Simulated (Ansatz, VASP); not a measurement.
# Two plane-wave programs on Pd

File INCAR:

```
SYSTEM = Pd
ALGO = Normal ; EDIFF = 1E-6
EDIFFG = -0.05 ; ENCUT = 600
GGA = PS ; IBRION = 2
ISIF = 3 ; ISMEAR = 0
LASPH = .TRUE. ; LCHARG = .FALSE.
LREAL = .FALSE. ; LWAVE = .FALSE.
NELM = 80 ; NSW = 80
PREC = Accurate ; SIGMA = 0.1
```

File KPOINTS:

```
k-points
0
G
  10 10 10
  0 0 0
```

POSCAR

```
Pd
1.0
    0.0000000000      1.8627904440      1.8627904440
    1.8627904440      0.0000000000      1.8627904440
    1.8627904440      1.8627904440      0.0000000000
Pd
1
Direct
    0.0000000000      0.0000000000      0.0000000000
```

Input for Ansatz:

```yaml
crystal:
  lattice:
    - [0.0, 1.862790444, 1.862790444]
    - [1.862790444, 0.0, 1.862790444]
    - [1.862790444, 1.862790444, 0.0]
  atoms:
    - { symbol: Pd, position: [0.0, 0.0, 0.0] }
basis:
  ecutwfc: 420
kpoints:
  mp_grid: { grid: [10, 10, 10] }
hamiltonian:
  xc: pbesol
scf:
  occupations: { method: gaussian, width: 0.1 }
output:
  forces: true
  stress: true
  eigenvalues: true
relax:
  adjacent_minimum: "off"
  f_tol: 0.05
  max_steps: 60
  cell: { stress_tol: 0.5 }
```

Alike in both runs: task relaxation of cell and atoms; functional PBEsol; k mesh 10 × 10 × 10; occupations gaussian, width 0.1 eV; no spin polarisation.

|  | VASP | Ansatz |
| --- | --- | --- |
| version | VASP 6.6.1 | Ansatz 0.2.0 |
| potentials or method | VASP PAW PBE potentials, release 64 (Pd), cutoff 600 eV | scalar-relativistic, plane waves, PAW |
| valence electrons in the cell | 10 | 18 |

Ansatz gave:

- gap on the k mesh at the Fermi level, each at its own relaxed structure (eV): none
- relaxed volume (Å³/atom): 14.53
- relaxed cell length with the largest relative difference (Å): 2.739

Task: Which values does VASP return?

Result: gap on the k mesh at the Fermi level, each at its own relaxed structure (eV): none; relaxed volume (Å³/atom): 14.54; relaxed cell length with the largest relative difference (Å): 2.740.

VASP's potentials were made for PBE, not for PBEsol. A gap of «none» marks a metal or a gap that the smearing closes. VASP's potentials hold 10 valence electrons a cell and Ansatz's 18, so a difference there can come from the potentials and not from the codes.
